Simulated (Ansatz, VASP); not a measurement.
Two plane-wave programs on Al2GaAs3

File INCAR:

```
  PREC = Accurate
  ENCUT = 600
  EDIFF = 1E-6
  ISMEAR = 0
  SIGMA = 0.1
  LREAL = False
  LASPH = True
  NELM = 80
  ALGO = Normal
  ISIF = 3
  LWAVE = False
  LCHARG = False
  GGA = PE
  IBRION = 2
  NSW = 90
  EDIFFG = -0.04
```

KPOINTS

```
regular mesh
0
Gamma
  6 6 2
```

The input POSCAR:

```
Al2GaAs3
1.0
    3.8536268600      0.0000000000      0.0000000000
   -1.9268134300      3.3373387600      0.0000000000
    0.0000000000      0.0000000000      9.4394194800
Al Ga As
2 1 3
Direct
    0.3333333300      0.6666666700      0.6666666700
    0.6666666700      0.3333333300      0.3333333300
    0.0000000000      0.0000000000      0.0000000000
    0.0000000000      0.0000000000      0.7500000000
    0.3333333300      0.6666666700      0.4166666700
    0.6666666700      0.3333333300      0.0833333300
```

Input for Ansatz:

```yaml
crystal:
  lattice:
    - [3.85362686, 0.0, 0.0]
    - [-1.92681343, 3.33733876, 0.0]
    - [0.0, 0.0, 9.43941948]
  atoms:
    - { symbol: Al, position: [0.33333333, 0.66666667, 0.66666667] }
    - { symbol: Al, position: [0.66666667, 0.33333333, 0.33333333] }
    - { symbol: Ga, position: [0.0, 0.0, 0.0] }
    - { symbol: As, position: [0.0, 0.0, 0.75] }
    - { symbol: As, position: [0.33333333, 0.66666667, 0.41666667] }
    - { symbol: As, position: [0.66666667, 0.33333333, 0.08333333] }
basis:
  ecutwfc: 420
kpoints:
  mp_grid: { grid: [6, 6, 2] }
hamiltonian:
  xc: pbe
scf:
  occupations: { method: gaussian, width: 0.1 }
  lower_state_search: "off"
output:
  forces: true
  stress: true
  eigenvalues: true
relax:
  adjacent_minimum: "off"
  f_tol: 0.04
  max_steps: 70
  cell: { stress_tol: 0.4 }
```

Alike in both runs: task relaxation of cell and atoms; functional PBE; k mesh 6 × 6 × 2; occupations gaussian, width 0.1 eV; no spin polarisation.

|  | VASP | Ansatz |
| --- | --- | --- |
| version | VASP 6.6.1 | Ansatz 0.2.0 |
| potentials or method | VASP PAW PBE potentials, release 64 (Al, Ga_d, As), cutoff 600 eV | scalar-relativistic, plane waves, PAW |
| valence electrons in the cell | 34 | 64 |

|  | VASP | Ansatz | Ansatz less VASP |
| --- | --- | --- | --- |
| gap on the k mesh at the Fermi level, each at its own relaxed structure (eV) | 0.93 | 0.96 | +0.024 |
| relaxed volume (Å³/atom) | 23.61 | 23.53 | -0.078 |
| relaxed length of the cell vector where the two differ most in proportion (Å) | 9.930 | 9.912 | -0.0177 |

VASP's potentials hold 34 valence electrons a cell and Ansatz's 64, so a difference there can come from the potentials and not from the codes.

Noted on VASP's run: the volume moved by over 15 % at a fixed basis, so the end points are rough.
